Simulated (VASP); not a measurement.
# Li (P1) in VASP: single point with PBE

Aim: the single point of Li with PBE.

All numbers are computed with VASP 6.6.1; they aren't measurements. Logs are shortened: lines on timing, memory, paths and dates and some standing lists are left out, and cuts for length are marked.

### Step 1. The cell of the first run

The typed cell holds 4 atoms: a = 4.307 Å, b = 4.359 Å, c = 4.327 Å, α = 89.58°, β = 91.18°, γ = 89.95°.

### Step 2. Single point, PBE (atoms moved at random and the cell strained at random)

The input, INCAR:

```
SYSTEM = Li
PREC = Accurate ; ENCUT = 520
EDIFF = 1E-6 ; ISMEAR = 0
SIGMA = 0.1 ; LREAL = .False.
LASPH = .True. ; NELM = 60
ALGO = Fast ; ISIF = 2
LWAVE = .False. ; LCHARG = .True.
GGA = PE ; LELF = .True.
LVHAR = .True. ; NBANDS = 14
```

The input, KPOINTS:

```
Automatic mesh
0
Gamma
  8 8 8
  0 0 0
```

The input, POSCAR:

```
Li
1.0
    4.3067756363      0.0021381314     -0.0445444033
    0.0021381314      4.3589371326      0.0159023520
   -0.0445444033      0.0159023520      4.3265533513
Li
4
Direct
    0.9151387533      0.1010944869      0.6003356935
    0.3610960494      0.3277091391      0.4026523362
    0.1342254728      0.6538194046      0.8373197741
    0.5895374795      0.9173792144      0.1596921962
```

Potentials or basis: VASP PAW PBE potentials, release 64 (Li_sv).

Launch:

```console
$ cat potpaw_PBE.64/Li_sv/POTCAR > POTCAR
$ mpirun -np 1 vasp_std > vasp.out
```

OUTCAR:

```text
SYSTEM = Li
   PREC = Accurate
   ENCUT = 520
   EDIFF = 1E-6
   ISMEAR = 0
   LREAL = .False.
   LASPH = .True.
   NELM = 60
   ISIF = 2
   GGA = PE

 ion  position               nearest neighbor table
   1  0.915  0.101  0.600-   2 2.34   3 2.38   4 2.48
   2  0.361  0.328  0.403-   4 2.31   1 2.34   3 2.57
   3  0.134  0.654  0.837-   1 2.38   2 2.57
   4  0.590  0.917  0.160-   2 2.31   1 2.48

  LATTYP: Found a triclinic cell.
 ALAT       =     4.3268118737
 B/A-ratio  =     1.3963475807
 C/A-ratio  =     1.7418446333
 COS(alpha) =     0.0003327440
 COS(beta)  =     0.5816633861
 COS(gamma) =     0.7014443794

  Lattice vectors:

 A1 = (   0.0445444033,  -0.0159023520,  -4.3265533513)
 A2 = (  -4.2622312330,  -0.0180404834,  -4.2820089480)
 A3 = (   4.3534581710,   4.3451729120,  -4.3551954026)

Analysis of symmetry for initial positions (statically):
=====================================================================
 Subroutine PRICEL returns:
 Original cell was already a primitive cell.

 Routine SETGRP: Setting up the symmetry group for a
 triclinic supercell.

 Subroutine GETGRP returns: Found  1 space group operations
 (whereof  1 operations were pure point group operations)
 out of a pool of  2 trial point group operations.

The static configuration has the point symmetry C_1 .

Analysis of symmetry for dynamics (positions and initial velocities):
=====================================================================
 Subroutine PRICEL returns:
 Original cell was already a primitive cell.

 Routine SETGRP: Setting up the symmetry group for a
 triclinic supercell.

 Subroutine GETGRP returns: Found  1 space group operations
 (whereof  1 operations were pure point group operations)
 out of a pool of  2 trial point group operations.

The dynamic configuration has the point symmetry C_1 .

 Subroutine INISYM returns: Found  1 space group operations
 (whereof  1 operations are pure point group operations),
 and found     1 'primitive' translations

----------------------------------------------------------------------------------------

                                     Primitive cell

  volume of cell :      81.2125

  direct lattice vectors                    reciprocal lattice vectors
     4.306775636  0.002138131 -0.044544403     0.232217061 -0.000122630  0.002391262
     0.002138131  4.358937133  0.015902352    -0.000122630  0.229416865 -0.000844490
    -0.044544403  0.015902352  4.326553351     0.002391262 -0.000844490  0.231158584

  length of vectors
     4.307006519  4.358966665  4.326811874     0.232229405  0.229418452  0.231172495

  position of ions in fractional coordinates (direct lattice)
     0.915138753  0.101094487  0.600335694
     0.361096049  0.327709139  0.402652336
     0.134225473  0.653819405  0.837319774
     0.589537480  0.917379214  0.159692196

  ion indices of the primitive-cell ions
   primitive index   ion index
                 1           1
                 2           2
                 3           3
                 4           4

----------------------------------------------------------------------------------------

 KPOINTS: Automatic mesh

Automatic generation of k-mesh.
 Grid dimensions read from file:
 generate k-points for:    8    8    8

 Generating k-lattice:

  Cartesian coordinates                     Fractional coordinates (reciprocal lattice)
     0.029027133 -0.000015329  0.000298908     0.125000000 -0.000000000  0.000000000
    -0.000015329  0.028677108 -0.000105561    -0.000000000  0.125000000  0.000000000
     0.000298908 -0.000105561  0.028894823    -0.000000000  0.000000000  0.125000000

  Length of vectors
     0.029028676  0.028677307  0.028896562

  Shift w.r.t. Gamma in fractional coordinates (k-lattice)
     0.000000000  0.000000000  0.000000000

 Subroutine IBZKPT returns following result:
 ===========================================

 Found    260 irreducible k-points:

 Following reciprocal coordinates:
            Coordinates               Weight
  0.000000  0.000000  0.000000      1.000000
  0.125000  0.000000  0.000000      2.000000
  0.250000  0.000000  0.000000      2.000000
  0.375000  0.000000 -0.000000      2.000000
  0.500000  0.000000  0.000000      1.000000
  0.000000  0.125000  0.000000      2.000000
[... 16 lines left out ...]
  0.125000  0.375000  0.000000      2.000000
  0.250000  0.375000 -0.000000      2.000000
 [... further k-points ...]
   k-points           NKPTS =    260   k-points in BZ     NKDIM =    260   number of bands    NBANDS=     14
   number of dos      NEDOS =    301   number of ions     NIONS =      4
   total plane-waves  NPLWV =  32768
   dimension x,y,z NGX =    32 NGY =   32 NGZ =   32
   dimension x,y,z NGXF=    64 NGYF=   64 NGZF=   64
   ions per type =               4
   NGX,Y,Z   is equivalent  to a cutoff of  12.35, 12.20, 12.30 a.u.
   NGXF,Y,Z  is equivalent  to a cutoff of  24.70, 24.41, 24.59 a.u.
 SYSTEM =  Li
   PREC   = accura    normal or accurate (medium, high low for compatibility)
   ISTART =      0    job   : 0-new  1-cont  2-samecut
   ICHARG =      2    charge: 1-file 2-atom 10-const
   ISPIN  =      1    spin polarized calculation?
   LNONCOLLINEAR =      F non collinear calculations
   LSORBIT =      F    spin-orbit coupling
   LASPH  =      T    aspherical Exc in radial PAW
   ENCUT  =  520.0 eV  38.22 Ry    6.18 a.u.   8.01  8.10  8.05*2*pi/ulx,y,z
   NELM   =     60;   NELMIN=  2; NELMDL= -5     # of ELM steps
   EDIFF  = 0.1E-05   stopping-criterion for ELM
   LREAL  =      F    real-space projection
   EDIFFG = 0.1E-04   stopping-criterion for IOM
   NSW    =      0    number of steps for IOM
   IBRION =     -1    ionic relax: 0-MD 1-quasi-New 2-CG
   NFREE  =      0    steps in history (QN), initial steepest desc. (CG)
   ISIF   =      2    stress and relaxation
   ISYM   =      2    0-nonsym 1-usesym 2-fastsym
   POTIM  = 0.5000    time-step for ionic-motion
   TEBEG  =    0.0;   TEEND  =   0.0 temperature during run
   PSTRESS=    0.0 pullay stress
   NELECT =      12.0000    total number of electrons
   NUPDOWN=      -1.0000    fix difference up-down
   EMIN   =  10.00;   EMAX   =-10.00  energy-range for DOS
   EFERMI =   0.00;   METHOD = LEGACY
   ISMEAR =     0;   SIGMA  =   0.10  broadening in eV -4-tet -1-fermi 0-gaus
   EFERMI_NEDOS =   21; number of points for ismear=-14 and -15
   IALGO  =     68    algorithm
   IMIX   =      4    mixing-type and parameters
     AMIX     =   0.40;   BMIX     =  1.00
     AMIX_MAG =   1.60;   BMIX_MAG =  1.00
  volume/ion in A,a.u.               =      20.30       137.01
  Fermi-wavevector in a.u.,A,eV,Ry     =   0.865488  1.635535 10.191707  0.749069
  Thomas-Fermi vector in A             =   1.983738
   LORBIT       =      0    0 simple, 1 ext, 2 COOP (PROOUT), +10 PAW based schemes
   GGA     = PE    functional components
   LHFCALC =     F    Hartree Fock is set to
   AEXX    =    0.0000 exact exchange contribution
   IVDW    =     0    specifies the selected vdW correction
   LEPSILON=     F    determine dielectric tensor
   LRPA    =     F    only Hartree local field effects (RPA)
 non-spin polarized calculation
 RMM-DIIS sequential band-by-band and
 Gauss-broadening in eV      SIGMA  =   0.10
  energy-cutoff  :      520.00
  volume of cell :       81.21
 maximum number of plane-waves:      2236
   NGX = 17   NGY = 17   NGZ = 17

 number of electron      11.9999997 magnetization

 Free energy of the ion-electron system (eV)
  ---------------------------------------------------
  ext. energy  EPLUGINS =         0.00000000
  ---------------------------------------------------
  free energy    TOTEN  =        -6.25815955 eV

  energy without entropy =       -6.25259472  energy(sigma->0) =       -6.25537713

 E-fermi :   0.7580     XC(G=0):  -7.0174

 val. band max:        0.7486855278   @ k =  -0.3750   0.3750   0.0000
 cond. band min:       0.7765502594   @ k =   0.3750   0.0000   0.3750
 fundamental gap:      0.0278647316
 Fermi energy:         0.7579988980

 k-point     1 :       0.0000    0.0000    0.0000
  band No.  band energies     occupation
      1     -46.4940      2.00000
      2     -46.4261      2.00000
      3     -46.4030      2.00000
      4     -46.3967      2.00000
      5      -2.8705      2.00000
      6       2.8256      0.00000
      7       2.8995      0.00000
      8       3.1235      0.00000
      9       3.1394      0.00000
     10       3.3318      0.00000
     11       3.5478      0.00000
     12       8.5497      0.00000
     13       8.7932      0.00000
     14       9.3869      0.00000

 k-point     2 :       0.1250    0.0000    0.0000
  band No.  band energies     occupation
      1     -46.4921      2.00000
      2     -46.4278      2.00000
      3     -46.4067      2.00000
      4     -46.3931      2.00000
      5      -2.7779      2.00000
      6       1.7466      0.00000
      7       2.9040      0.00000
      8       3.1498      0.00000
      9       3.2529      0.00000
     10       3.4453      0.00000
     11       4.7272      0.00000
     12       7.9305      0.00000
     13       8.5230      0.00000
     14       8.9319      0.00000

 k-point     3 :       0.2500    0.0000    0.0000
  band No.  band energies     occupation
      1     -46.4871      2.00000
      2     -46.4334      2.00000
      3     -46.4105      2.00000
      4     -46.3888      2.00000
      5      -2.4994      2.00000
      6       0.5236      1.99908
      7       2.9477      0.00000
      8       3.3106      0.00000
      9       3.5484      0.00000
     10       3.7373      0.00000
     11       5.9035      0.00000
     12       7.0688      0.00000
     13       7.6088      0.00000
     14       8.1071      0.00000

 k-point     4 :       0.3750    0.0000   -0.0000
  band No.  band energies     occupation
      1     -46.4805      2.00000
      2     -46.4409      2.00000
      3     -46.4121      2.00000
      4     -46.3861      2.00000
      5      -2.0329      2.00000
      6      -0.5214      2.00000
      7       3.0089      0.00000
      8       3.4508      0.00000
      9       4.0005      0.00000
     10       4.2128      0.00000
     11       5.8328      0.00000
     12       6.3755      0.00000
     13       6.9371      0.00000
     14       7.5817      0.00000

 k-point     5 :       0.5000    0.0000    0.0000
  band No.  band energies     occupation
      1     -46.4770      2.00000
      2     -46.4450      2.00000
      3     -46.4126      2.00000
      4     -46.3852      2.00000
      5      -1.4023      2.00000
      6      -1.3460      2.00000
      7       3.0381      0.00000
      8       3.5092      0.00000
      9       4.3197      0.00000
     10       4.5885      0.00000
     11       5.4366      0.00000
[... 276 lines left out ...]
 k-point    22 :       0.0000    0.3750    0.0000
  band No.  band energies     occupation
      1     -46.4850      2.00000
      2     -46.4359      2.00000
      3     -46.4045      2.00000
      4     -46.3942      2.00000
      5      -2.0506      2.00000
      6      -0.5717      2.00000
      7       2.9197      0.00000
      8       3.5876      0.00000
      9       3.9737      0.00000
     10       4.3229      0.00000
     11       5.7797      0.00000
     12       6.5342      0.00000
     13       7.0355      0.00000
     14       7.6178      0.00000

 k-point    23 :       0.1250    0.3750    0.0000
  band No.  band energies     occupation
      1     -46.4836      2.00000
      2     -46.4347      2.00000
      3     -46.4106      2.00000
      4     -46.3908      2.00000
      5      -1.9594      2.00000
      6      -0.4925      2.00000
      7       2.4948      0.00000
      8       3.1957      0.00000
      9       3.7834      0.00000
     10       4.5660      0.00000
     11       5.9475      0.00000
     12       6.9905      0.00000
     13       7.2051      0.00000
     14       7.9669      0.00000

 k-point    24 :       0.2500    0.3750   -0.0000
  band No.  band energies     occupation
      1     -46.4793      2.00000
      2     -46.4343      2.00000
      3     -46.4187      2.00000
      4     -46.3873      2.00000
      5      -1.6881      2.00000
      6      -0.2560      2.00000
      7       1.4309      0.00000
      8       2.6100      0.00000
      9       3.9474      0.00000
     10       4.6629      0.00000
     11       6.0621      0.00000
     12       7.1509      0.00000
     13       7.7627      0.00000
     14       8.5245      0.00000

 [... further k-points ...]
[... 5 lines left out ...]
  --------------------------------------------------------------------------------------
  -------------------------------------------------------------------------------------
  Total        0.7613472      1.2548872     -0.0171330     -0.4195195      0.9507002     -0.0094916
  in kB       15.0200241     24.7566882     -0.3380029     -8.2763728     18.7556207     -0.1872515
  external PRESSURE =      13.1462364 kB  Pullay stress =       0.0000000 kB

 VOLUME and BASIS-vectors are now :
 -----------------------------------------------------------------------------
  energy-cutoff  :      520.00
  volume of cell :       81.21
      direct lattice vectors                 reciprocal lattice vectors
     4.306775636  0.002138131 -0.044544403     0.232217061 -0.000122630  0.002391262
     0.002138131  4.358937133  0.015902352    -0.000122630  0.229416865 -0.000844490
    -0.044544403  0.015902352  4.326553351     0.002391262 -0.000844490  0.231158584

 POSITION                                       TOTAL-FORCE (eV/Angst)
 -----------------------------------------------------------------------------------
      3.91477      0.45217      2.55823        -0.352613      0.121270      0.350392
      1.53792      1.43564      1.73122         0.187078      0.734678     -0.201906
      0.54218      2.86356      3.62713        -0.030683     -0.265740      0.404094
      2.53385      4.00260      0.67924         0.196218     -0.590208     -0.552581
 -----------------------------------------------------------------------------------
    total drift:                                0.000023      0.001010     -0.001072

  FREE ENERGIE OF THE ION-ELECTRON SYSTEM (eV)
  ---------------------------------------------------
  free  energy   TOTEN  =        -6.2581595472 eV

  energy  without entropy=       -6.2525947186  energy(sigma->0) =       -6.25537713
```

It took 1.7 min on 1 thread of Intel Xeon 6975P-C (Granite Rapids), shared host; peak memory 0.31 GiB.

What came out:

| Quantity | Value |
| --- | --- |
| Free energy | -6.2582 eV |
| Largest force | 0.832 eV/Å |
| Band gap on the k mesh | zero (bands 6 and 7 overlap by 2.37 eV) |

Forces in eV/Å, atoms in the order of the input:
```
Li  -0.353  0.121  0.350
Li   0.187  0.735 -0.202
Li  -0.031 -0.266  0.404
Li   0.196 -0.590 -0.553
```

Caveat: the cell differs from its parent crystal (atoms moved at random and the cell strained at random); the cutoff is under 1.25 times the usual one of these potentials, so pressure, stress and relaxed cells hold a basis-set (Pulay) error.
